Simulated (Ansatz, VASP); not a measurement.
## One calculation of Si, two programs

```
CELL_PARAMETERS angstrom
-3.31800 3.31800 3.31800
3.31800 -3.31800 3.31800
3.31800 3.31800 -3.31800
ATOMIC_POSITIONS crystal
Si 0.20316 0.20316 0.20316
Si 0.50000 0.00000 0.29684
Si 0.29684 0.50000 0.00000
Si 0.00000 0.29684 0.50000
Si 0.79684 0.79684 0.79684
Si 0.50000 0.00000 0.70316
Si 0.70316 0.50000 0.00000
Si 0.00000 0.70316 0.50000
```

Alike in both runs: functional PBE; k mesh 6 × 6 × 6; occupations fermi-dirac, width 0.05 eV; no spin polarisation.

Ansatz relaxed the structure, and its values are those at the end. VASP's run is a single point on that final structure, the one shown.

```csv
,VASP,Ansatz
version,VASP 6.6.1,Ansatz 0.2.0
potentials or method,"VASP PAW PBE potentials, release 64 (Si)","plane-wave PAW, scalar-relativistic"
plane-wave cutoff (eV),520,420
valence electrons in the cell,32,32
```

|  | VASP | Ansatz | Ansatz less VASP |
| --- | --- | --- | --- |
| pressure (GPa) | 0.9 | 0.9 | +0.08 |
| rms of the force components (eV/Å) | 0.002 | 0.003 | +0.0014 |

With one functional, cell and mesh, what is left measures potentials, basis and numerics. Ansatz's warnings: stress scf threshold loose.
